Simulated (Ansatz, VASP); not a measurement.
# Au: VASP beside Ansatz

INCAR

```
SYSTEM = Au
PREC = Accurate ; ENCUT = 520
EDIFF = 1E-7 ; ISMEAR = 0
SIGMA = 0.1 ; LREAL = .False.
LASPH = .True. ; NELM = 100
ALGO = Fast ; ISIF = 2
LWAVE = .False. ; LCHARG = .False.
GGA = PS ; NBANDS = 12
```

The input KPOINTS:

```
regular mesh
0
Gamma
  18 18 18
  0 0 0
```

The input POSCAR:

```
Au
1.0
    0.0000000000      2.1107923600      2.1107923600
    2.1107923600      0.0000000000      2.1107923600
    2.1107923600      2.1107923600      0.0000000000
Au
1
Direct
    0.0000000000      0.0000000000      0.0000000000
```

Input for Ansatz:

```yaml
crystal:
  lattice:
    - [0.0, 2.11079236, 2.11079236]
    - [2.11079236, 0.0, 2.11079236]
    - [2.11079236, 2.11079236, 0.0]
  atoms:
    - { symbol: Au, position: [0.0, 0.0, 0.0] }
basis:
  ecutwfc: 420
kpoints:
  mp_grid: { grid: [18, 18, 18] }
hamiltonian:
  xc: pbesol
scf:
  occupations: { method: gaussian, width: 0.1 }
output:
  forces: true
  stress: true
  eigenvalues: true
```

Alike in both runs: task single point; functional PBEsol; k mesh 18 × 18 × 18; occupations gaussian, width 0.1 eV; no spin polarisation.

```csv
,VASP,Ansatz
version,VASP 6.6.1,Ansatz 0.2.0
potentials or method,"VASP PAW PBE potentials, release 64 (Au), cutoff 520 eV","scalar-relativistic, plane waves, PAW"
valence electrons in the cell,11,19
```

```csv
,VASP,Ansatz,Ansatz less VASP
gap on the k mesh at the Fermi level (eV),none,none,-
pressure (GPa),-13.3,-13.1,+0.18
```

VASP's potentials were made for PBE, not for PBEsol. A gap of «none» marks a metal or a gap that the smearing closes. The functional is the same, so the differences come from potentials, cutoffs and numerics. VASP's potentials hold 11 valence electrons a cell and Ansatz's 19, so a difference there can come from the potentials and not from the codes.

Neither program's run includes spin-orbit coupling.
